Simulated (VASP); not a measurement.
# Al6Co5Ru (P4/mmm) in VASP: single point with PBE

Aim: the single point of Al6Co5Ru with PBE.

Program: VASP 6.6.1. These are calculated values, not measurements. Logs are shortened: lines on timing, memory, paths and dates and some standing lists are left out, and cuts for length are marked.

## Step 1: The cell of the first run

It takes space group P4/mmm (No. 123, tetragonal). Conventional cell: a = 4.077 Å, b = 4.077 Å, c = 8.639 Å, α = 90.00°, β = 90.00°, γ = 90.00°. Within 3.3 Å of Al (site symmetry mmm) lie 8 Co at 2.48 Å and 6 Al at 2.85 to 2.88 Å. Within 3.3 Å of Al (site symmetry 2mm) lie 6 Co at 2.49 to 2.51 Å and 2 Ru at 2.51 Å and 6 Al at 2.85 to 2.94 Å. Within 3.3 Å of Co (site symmetry 4mm) lie 8 Al at 2.48 to 2.50 Å and 5 Co at 2.81 to 2.88 Å and 1 Ru at 2.92 Å. Co (site symmetry 4mm) has 8 Al at 2.48 to 2.49 Å and 6 Co at 2.83 to 2.91 Å within 3.3 Å. Within 3.3 Å of Co (site symmetry 4/mmm) lie 8 Al at 2.51 Å and 4 Ru at 2.88 Å and 2 Co at 2.91 Å. Within 3.3 Å of Ru (site symmetry 4/mmm) lie 8 Al at 2.51 Å and 6 Co at 2.88 to 2.92 Å.

## Step 2: Single point, PBE

Contents of POSCAR:

```
Al6Co5Ru
1.0
    4.0770455279      0.0000000000      0.0000000000
    0.0000000000      4.0770455279      0.0000000000
    0.0000000000      0.0000000000      8.6387101895
Al Co Ru
6 5 1
Direct
    0.5000000000      0.0000000000      0.0000000000
    0.5000000000      0.0000000000      0.3299236100
    0.5000000000      0.0000000000      0.6700763900
    0.0000000000      0.5000000000      0.0000000000
    0.0000000000      0.5000000000      0.3299236100
    0.0000000000      0.5000000000      0.6700763900
    0.5000000000      0.5000000000      0.1625031781
    0.5000000000      0.5000000000      0.8374968219
    0.0000000000      0.0000000000      0.1635966848
    0.0000000000      0.0000000000      0.5000000000
    0.0000000000      0.0000000000      0.8364033152
    0.5000000000      0.5000000000      0.5000000000
```

Contents of INCAR.step1:

```
SYSTEM = Al6Co5Ru
PREC = Accurate
ENCUT = 520
EDIFF = 1E-7
ISMEAR = 0
SIGMA = 0.1
LREAL = .False.
LASPH = .True.
NELM = 100
ALGO = Fast
ISIF = 2
LWAVE = .False.
LCHARG = .True.
LMAXMIX = 4
GGA = PE
NBANDS = 50
```

Contents of KPOINTS.step1:

```
Automatic mesh
0
Gamma
  10 10 6
  0 0 0
```

Contents of INCAR.step2:

```
SYSTEM = Al6Co5Ru
PREC = Accurate
ENCUT = 520
EDIFF = 1E-7
ISMEAR = -5
SIGMA = 0.1
LREAL = .False.
LASPH = .True.
NELM = 100
ALGO = Fast
ISIF = 2
LWAVE = .False.
LCHARG = .False.
LMAXMIX = 4
GGA = PE
LORBIT = 11
NEDOS = 1001
ICHARG = 11
```

Contents of KPOINTS.step2:

```
Automatic mesh
0
Gamma
  15 15 9
  0 0 0
```

Potentials or basis: VASP PAW PBE potentials, release 64 (Al, Co, Ru_pv).

The run is started by

```
$ cat potpaw_PBE.64/Al/POTCAR potpaw_PBE.64/Co/POTCAR potpaw_PBE.64/Ru_pv/POTCAR > POTCAR
$ cp INCAR.step1 INCAR
$ cp KPOINTS.step1 KPOINTS
$ mpirun -np 1 vasp_std > vasp.out
$ cp INCAR.step2 INCAR
$ cp KPOINTS.step2 KPOINTS
$ mpirun -np 1 vasp_std > vasp.out
```

OUTCAR:

```text
SYSTEM = Al6Co5Ru
   PREC = Accurate
   ENCUT = 520
   EDIFF = 1E-7
   ISMEAR = -5
   LREAL = .False.
   LASPH = .True.
   NELM = 100
   ISIF = 2
   GGA = PE
   LORBIT = 11
   ICHARG = 11

 ion  position               nearest neighbor table
   1  0.500  0.000  0.000-   7 2.48   8 2.48   7 2.48   8 2.48   9 2.48  11 2.48   9 2.48  11 2.48
                             2 2.85   3 2.85   4 2.88   4 2.88   4 2.88   4 2.88
   2  0.500  0.000  0.330-   9 2.49   9 2.49   7 2.50   7 2.50  10 2.51  12 2.51  12 2.51  10 2.51
                             1 2.85   5 2.88   5 2.88   5 2.88   5 2.88   3 2.94
   3  0.500  0.000  0.670-  11 2.49  11 2.49   8 2.50   8 2.50  10 2.51  12 2.51  10 2.51  12 2.51
                             1 2.85   6 2.88   6 2.88   6 2.88   6 2.88   2 2.94
   4  0.000  0.500  0.000-   7 2.48   8 2.48   7 2.48   8 2.48   9 2.48  11 2.48   9 2.48  11 2.48
                             5 2.85   6 2.85   1 2.88   1 2.88   1 2.88   1 2.88
   5  0.000  0.500  0.330-   9 2.49   9 2.49   7 2.50   7 2.50  10 2.51  10 2.51  12 2.51  12 2.51
                             4 2.85   2 2.88   2 2.88   2 2.88   2 2.88   6 2.94
   6  0.000  0.500  0.670-  11 2.49  11 2.49   8 2.50   8 2.50  10 2.51  10 2.51  12 2.51  12 2.51
                             4 2.85   3 2.88   3 2.88   3 2.88   3 2.88   5 2.94
   7  0.500  0.500  0.163-   1 2.48   4 2.48   1 2.48   4 2.48   2 2.50   2 2.50   5 2.50   5 2.50
                             8 2.81   9 2.88   9 2.88   9 2.88   9 2.88  12 2.92
   8  0.500  0.500  0.837-   1 2.48   4 2.48   1 2.48   4 2.48   3 2.50   3 2.50   6 2.50   6 2.50
                             7 2.81  11 2.88  11 2.88  11 2.88  11 2.88  12 2.92
   9  0.000  0.000  0.164-   1 2.48   4 2.48   4 2.48   1 2.48   2 2.49   5 2.49   5 2.49   2 2.49
                            11 2.83   7 2.88   7 2.88   7 2.88   7 2.88  10 2.91
  10  0.000  0.000  0.500-   2 2.51   3 2.51   5 2.51   6 2.51   5 2.51   6 2.51   2 2.51   3 2.51
                            12 2.88  12 2.88  12 2.88  12 2.88   9 2.91  11 2.91
  11  0.000  0.000  0.836-   1 2.48   4 2.48   4 2.48   1 2.48   3 2.49   6 2.49   6 2.49   3 2.49
                             9 2.83   8 2.88   8 2.88   8 2.88   8 2.88  10 2.91
  12  0.500  0.500  0.500-   2 2.51   3 2.51   5 2.51   6 2.51   2 2.51   3 2.51   5 2.51   6 2.51
                            10 2.88  10 2.88  10 2.88  10 2.88   7 2.92   8 2.92

  LATTYP: Found a simple tetragonal cell.
 ALAT       =     4.0770455279
 C/A-ratio  =     2.1188652740

  Lattice vectors:

 A1 = (   4.0770455279,   0.0000000000,   0.0000000000)
 A2 = (   0.0000000000,   4.0770455279,   0.0000000000)
 A3 = (   0.0000000000,   0.0000000000,   8.6387101895)

Analysis of symmetry for initial positions (statically):
=====================================================================
 Subroutine PRICEL returns:
 Original cell was already a primitive cell.

 Routine SETGRP: Setting up the symmetry group for a
 simple tetragonal supercell.

 Subroutine GETGRP returns: Found 16 space group operations
 (whereof 16 operations were pure point group operations)
 out of a pool of 16 trial point group operations.

The static configuration has the point symmetry D_4h.

Analysis of symmetry for dynamics (positions and initial velocities):
=====================================================================
 Subroutine PRICEL returns:
 Original cell was already a primitive cell.

 Routine SETGRP: Setting up the symmetry group for a
 simple tetragonal supercell.

 Subroutine GETGRP returns: Found 16 space group operations
 (whereof 16 operations were pure point group operations)
 out of a pool of 16 trial point group operations.

The dynamic configuration has the point symmetry D_4h.

 Subroutine INISYM returns: Found 16 space group operations
 (whereof 16 operations are pure point group operations),
 and found     1 'primitive' translations

----------------------------------------------------------------------------------------

                                     Primitive cell

  volume of cell :     143.5952

  direct lattice vectors                    reciprocal lattice vectors
     4.077045528  0.000000000  0.000000000     0.245275652  0.000000000  0.000000000
     0.000000000  4.077045528  0.000000000     0.000000000  0.245275652  0.000000000
     0.000000000  0.000000000  8.638710189     0.000000000  0.000000000  0.115758022

  length of vectors
     4.077045528  4.077045528  8.638710189     0.245275652  0.245275652  0.115758022

  position of ions in fractional coordinates (direct lattice)
     0.500000000  0.000000000  0.000000000
     0.500000000  0.000000000  0.329923610
     0.500000000  0.000000000  0.670076390
     0.000000000  0.500000000  0.000000000
     0.000000000  0.500000000  0.329923610
     0.000000000  0.500000000  0.670076390
     0.500000000  0.500000000  0.162503178
     0.500000000  0.500000000  0.837496822
     0.000000000  0.000000000  0.163596685
     0.000000000  0.000000000  0.500000000
     0.000000000  0.000000000  0.836403315
     0.500000000  0.500000000  0.500000000

  ion indices of the primitive-cell ions
   primitive index   ion index
                 1           1
                 2           2
                 3           3
                 4           4
                 5           5
                 6           6
                 7           7
                 8           8
                 9           9
                10          10
                11          11
                12          12

----------------------------------------------------------------------------------------

 KPOINTS: Automatic mesh

Automatic generation of k-mesh.
 Grid dimensions read from file:
 generate k-points for:   15   15    9

 Generating k-lattice:

  Cartesian coordinates                     Fractional coordinates (reciprocal lattice)
     0.016351710  0.000000000  0.000000000     0.066666667  0.000000000  0.000000000
     0.000000000  0.016351710  0.000000000     0.000000000  0.066666667  0.000000000
     0.000000000  0.000000000  0.012862002     0.000000000  0.000000000  0.111111111

  Length of vectors
     0.016351710  0.016351710  0.012862002

  Shift w.r.t. Gamma in fractional coordinates (k-lattice)
     0.000000000  0.000000000  0.000000000

 TETIRR: Found   3013 inequivalent tetrahedra from    12150

 Subroutine IBZKPT returns following result:
 ===========================================

 Found    180 irreducible k-points:

 Following reciprocal coordinates:
            Coordinates               Weight
  0.000000  0.000000  0.000000      1.000000
  0.066667  0.000000  0.000000      4.000000
  0.133333  0.000000  0.000000      4.000000
  0.200000  0.000000  0.000000      4.000000
  0.266667  0.000000  0.000000      4.000000
  0.333333  0.000000  0.000000      4.000000
[... 16 lines left out ...]
  0.266667  0.200000  0.000000      8.000000
  0.333333  0.200000  0.000000      8.000000
 [... further k-points ...]
   k-points           NKPTS =    180   k-points in BZ     NKDIM =    180   number of bands    NBANDS=     46
   number of dos      NEDOS =   1001   number of ions     NIONS =     12
   total plane-waves  NPLWV =  57600
   dimension x,y,z NGX =    30 NGY =   30 NGZ =   64
   dimension x,y,z NGXF=    60 NGYF=   60 NGZF=  128
   ions per type =               6   5   1
   NGX,Y,Z   is equivalent  to a cutoff of  12.23, 12.23, 12.32 a.u.
   NGXF,Y,Z  is equivalent  to a cutoff of  24.47, 24.47, 24.63 a.u.
 SYSTEM =  Al6Co5Ru
   PREC   = accura    normal or accurate (medium, high low for compatibility)
   ISTART =      0    job   : 0-new  1-cont  2-samecut
   ICHARG =     11    charge: 1-file 2-atom 10-const
   ISPIN  =      1    spin polarized calculation?
   LNONCOLLINEAR =      F non collinear calculations
   LSORBIT =      F    spin-orbit coupling
   LASPH  =      T    aspherical Exc in radial PAW
   ENCUT  =  520.0 eV  38.22 Ry    6.18 a.u.   7.58  7.58 16.06*2*pi/ulx,y,z
   NELM   =    100;   NELMIN=  2; NELMDL=  0     # of ELM steps
   EDIFF  = 0.1E-06   stopping-criterion for ELM
   LREAL  =      F    real-space projection
   EDIFFG = 0.1E-05   stopping-criterion for IOM
   NSW    =      0    number of steps for IOM
   IBRION =     -1    ionic relax: 0-MD 1-quasi-New 2-CG
   NFREE  =      0    steps in history (QN), initial steepest desc. (CG)
   ISIF   =      2    stress and relaxation
   ISYM   =      2    0-nonsym 1-usesym 2-fastsym
   POTIM  = 0.5000    time-step for ionic-motion
   TEBEG  =    0.0;   TEEND  =   0.0 temperature during run
   PSTRESS=    0.0 pullay stress
   NELECT =      77.0000    total number of electrons
   NUPDOWN=      -1.0000    fix difference up-down
   EMIN   =  10.00;   EMAX   =-10.00  energy-range for DOS
   EFERMI =   0.00;   METHOD = LEGACY
   ISMEAR =    -5;   SIGMA  =   0.10  broadening in eV -4-tet -1-fermi 0-gaus
   EFERMI_NEDOS =   21; number of points for ismear=-14 and -15
   IALGO  =     68    algorithm
   IMIX   =      4    mixing-type and parameters
     AMIX     =   0.40;   BMIX     =  1.00
     AMIX_MAG =   1.60;   BMIX_MAG =  1.00
  volume/ion in A,a.u.               =      11.97        80.75
  Fermi-wavevector in a.u.,A,eV,Ry     =   1.330021  2.513375 24.068094  1.768955
  Thomas-Fermi vector in A             =   2.459139
   LORBIT       =     11    0 simple, 1 ext, 2 COOP (PROOUT), +10 PAW based schemes
   GGA     = PE    functional components
   LHFCALC =     F    Hartree Fock is set to
   AEXX    =    0.0000 exact exchange contribution
   IVDW    =     0    specifies the selected vdW correction
   LEPSILON=     F    determine dielectric tensor
   LRPA    =     F    only Hartree local field effects (RPA)
 non-spin polarized calculation
 RMM-DIIS sequential band-by-band and
 Fermi weights with tetrahedron method with Bloechl corrections
  energy-cutoff  :      520.00
  volume of cell :      143.60
 maximum number of plane-waves:      3893

 number of electron      77.0000023 magnetization

 Free energy of the ion-electron system (eV)
  ---------------------------------------------------
  ext. energy  EPLUGINS =         0.00000000
  ---------------------------------------------------
  free energy    TOTEN  =       -74.29620729 eV

  energy without entropy =      -74.29620729  energy(sigma->0) =      -74.29620729

 E-fermi :  10.4064     XC(G=0): -12.2810

 val. band max:       10.4219385513   @ k =   0.3333   0.2667   0.4444
 cond. band min:      10.3765059241   @ k =   0.2667   0.0667   0.2222
 fundamental gap:     -0.0454326272
 Fermi energy:        10.4064238329

 k-point     1 :       0.0000    0.0000    0.0000
  band No.  band energies     occupation
      1     -31.6734      2.00000
      2     -31.6278      2.00000
      3     -31.6278      2.00000
      4      -0.2782      2.00000
      5       1.7244      2.00000
      6       1.8144      2.00000
[... 1165 lines left out ...]
     45      12.3913      0.00000
     46      14.2751      0.00000

 [... further k-points ...]

------------------------ aborting loop because EDIFF is reached ----------------------------------------

  FORCE on cell =-STRESS in cart. coord.  units (eV):
  Direction    XX          YY          ZZ          XY          YZ          ZX
  --------------------------------------------------------------------------------------
  -------------------------------------------------------------------------------------
  Total       -1.6281508     -1.6281508     -1.5589191      0.0000000      0.0000000      0.0000000
  in kB      -18.1662454    -18.1662454    -17.3937864      0.0000000      0.0000000      0.0000000
  external PRESSURE =     -17.9087591 kB  Pullay stress =       0.0000000 kB

 VOLUME and BASIS-vectors are now :
 -----------------------------------------------------------------------------
  energy-cutoff  :      520.00
  volume of cell :      143.60
      direct lattice vectors                 reciprocal lattice vectors
     4.077045528  0.000000000  0.000000000     0.245275652  0.000000000  0.000000000
     0.000000000  4.077045528  0.000000000     0.000000000  0.245275652  0.000000000
     0.000000000  0.000000000  8.638710189     0.000000000  0.000000000  0.115758022

 POSITION                                       TOTAL-FORCE (eV/Angst)
 -----------------------------------------------------------------------------------
      2.03852      0.00000      0.00000         0.000000     -0.000000      0.000000
      2.03852      0.00000      2.85011         0.000000     -0.000000      0.018501
      2.03852      0.00000      5.78860         0.000000     -0.000000     -0.018501
      0.00000      2.03852      0.00000         0.000000     -0.000000      0.000000
      0.00000      2.03852      2.85011         0.000000     -0.000000      0.018501
      0.00000      2.03852      5.78860         0.000000     -0.000000     -0.018501
      2.03852      2.03852      1.40382         0.000000      0.000000     -0.003550
      2.03852      2.03852      7.23489        -0.000000      0.000000      0.003550
      0.00000      0.00000      1.41326        -0.000000     -0.000000     -0.012343
      0.00000      0.00000      4.31936         0.000000     -0.000000      0.000000
      0.00000      0.00000      7.22545         0.000000     -0.000000      0.012343
      2.03852      2.03852      4.31936         0.000000     -0.000000      0.000000
 -----------------------------------------------------------------------------------
    total drift:                                0.000000      0.000000      0.000000

  FREE ENERGIE OF THE ION-ELECTRON SYSTEM (eV)
  ---------------------------------------------------
  free  energy   TOTEN  =       -74.2962072942 eV

  energy  without entropy=      -74.2962072942  energy(sigma->0) =      -74.29620729

 total charge

# of ion       s       p       d       tot
------------------------------------------
    1        0.394   0.422   0.000   0.815
    2        0.394   0.424   0.000   0.818
    3        0.394   0.424   0.000   0.818
    4        0.394   0.422   0.000   0.815
    5        0.394   0.424   0.000   0.818
    6        0.394   0.424   0.000   0.818
    7        0.424   0.493   7.489   8.405
    8        0.424   0.493   7.489   8.405
    9        0.430   0.482   7.488   8.400
   10        0.413   0.486   7.487   8.386
   11        0.430   0.482   7.488   8.400
   12        0.358   6.272   6.319  12.949
--------------------------------------------------
tot          4.841  11.248  43.760  59.849
```

Wall time 59 min (1 thread of AMD EPYC 7R13, shared host); peak memory 0.92 GiB.

Results:

- Valence electrons inside the program's atomic spheres: Al 0.81, 0.82 (each value once); Co 8.40, 8.39 (each value once); Ru 12.95

Levels at points of the mesh, in eV from the Fermi level:
```tsv
k point	band 36	band 37	band 38	band 39	band 40	band 41	band 42	band 43
(0.00, 0.00, 0.00)	-0.13	-0.11	0.70	0.82	1.22	1.38	1.38	1.57
```

Caveat: the run has no spin polarisation, though such a crystal can be magnetic; tetrahedron occupations give inexact forces and stress in metals. Spin polarisation is off, so any magnetic state and its effect on volume and gap are missing.
